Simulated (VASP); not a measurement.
## Rh: single point with PBEsol

Crystal: Rh.

```xyz
2
Lattice="1.9089 1.9089 0.0000 -1.8853 1.8853 0.0000 0.0000 0.0000 3.7706" Properties=species:S:1:pos:R:3 pbc="T T T"
Rh    0.0000    0.0000    0.0000
Rh    0.0118    1.8971    1.8853
```

This cell differs from its parent crystal: uniaxial strain along a: +1.0 %.

```
Program             : VASP 6.6.1
Task                : single point
Functional          : PBEsol
Potentials or basis : VASP PAW PBE potentials, release 64 (Rh_pv)
Cutoff              : 520 eV
k mesh              : 20 × 20 × 14
Occupations         : gaussian, width 0.1 eV
Spin                : no spin polarisation
```

The pressure is -1.4 GPa and the band gap on the k mesh is zero (bands 15 and 16 overlap by 2.51 eV).

Stress tensor (GPa, compression positive):
```
-1.99 -2.50  0.00
-2.50 -1.99  0.00
 0.00  0.00 -0.28
```

Levels at points of the mesh, in eV from the Fermi level:
| k point | band 12 | band 13 | band 14 | band 15 | band 16 | band 17 | band 18 | band 19 |
| --- | --- | --- | --- | --- | --- | --- | --- | --- |
| (0.00, 0.00, 0.00) | -3.10 | -1.04 | -0.95 | 0.57 | 1.02 | 1.03 | 3.29 | 12.52 |
| (0.50, 0.00, 0.00) | -3.60 | -1.87 | -1.87 | -1.11 | -1.11 | 2.95 | 2.95 | 13.40 |
| (0.00, 0.50, 0.00) | -3.52 | -2.03 | -2.03 | -1.17 | -1.17 | 3.18 | 3.18 | 13.51 |
| (0.50, 0.50, 0.00) | 0.57 | 0.99 | 0.99 | 1.05 | 1.05 | 3.15 | 3.15 | 12.34 |
| (0.00, 0.00, 0.50) | -1.94 | -1.57 | -1.57 | -1.47 | -1.47 | -0.28 | -0.28 | 18.45 |
| (0.50, 0.00, 0.50) | -3.19 | 0.53 | 0.53 | 0.58 | 0.58 | 0.64 | 0.64 | 8.63 |
| (0.00, 0.50, 0.50) | -3.14 | 0.59 | 0.59 | 0.63 | 0.63 | 0.71 | 0.71 | 8.82 |
| (0.50, 0.50, 0.50) | -3.86 | -1.22 | -1.22 | 0.99 | 0.99 | 9.66 | 9.66 | 9.69 |

It took 4.1 min on 1 thread of AMD EPYC 9R45 96-Core Processor (Zen 5) (shared host), peak memory 0.48 GiB.

Caveat: the cell differs from its parent crystal (uniaxial strain along a: +1.0 %); the PAW data sets were made with another functional, which shifts forces and pressure a little.
